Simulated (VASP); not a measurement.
LaCu2, 3 atoms in the cell. The structure is hexagonal, space group P6/mmm (No. 191). The conventional cell has a = 4.302 Å, b = 4.302 Å, c = 3.867 Å, α = 90.00°, β = 90.00°, γ = 120.00°. Within 4.1 Å of La (site symmetry 6/mmm) lie 12 Cu at 3.15 Å and 2 La at 3.87 Å. Cu (site symmetry -6m2) has 3 Cu at 2.48 Å and 6 La at 3.15 Å within 3.3 Å. 

```yaml
Program: VASP 6.6.1
Task: single point
Functional: r2SCAN
Potentials_or_basis: VASP PAW PBE potentials, release 64 (La, Cu)
Cutoff: 520 eV
k_mesh: 9 × 9 × 9
Occupations: fermi-dirac, width 0.15 eV
Spin: no spin polarisation
Dipole_correction: no
Further_INCAR_settings: ALGO = Normal; EDIFF = 1e-07; NBANDS = 24
```

Potentials or basis: VASP PAW PBE potentials, release 64 (La, Cu).

Launch:

```sh
$ cat potpaw_PBE.64/La/POTCAR potpaw_PBE.64/Cu/POTCAR > POTCAR
$ cp INCAR.step1 INCAR
$ mpirun -np 1 vasp_std > vasp.out
$ cp INCAR.step2 INCAR
$ mpirun -np 1 vasp_std > vasp.out
```

Hardware: 1 thread of Intel(R) Xeon(R) 6975P-C (Granite Rapids), with other jobs on the host.

Estimate the wall time of this run.

It took 2.7 min on 1 thread of Intel(R) Xeon(R) 6975P-C (Granite Rapids) (shared host), peak memory 0.25 GiB. Counts: k points 60.
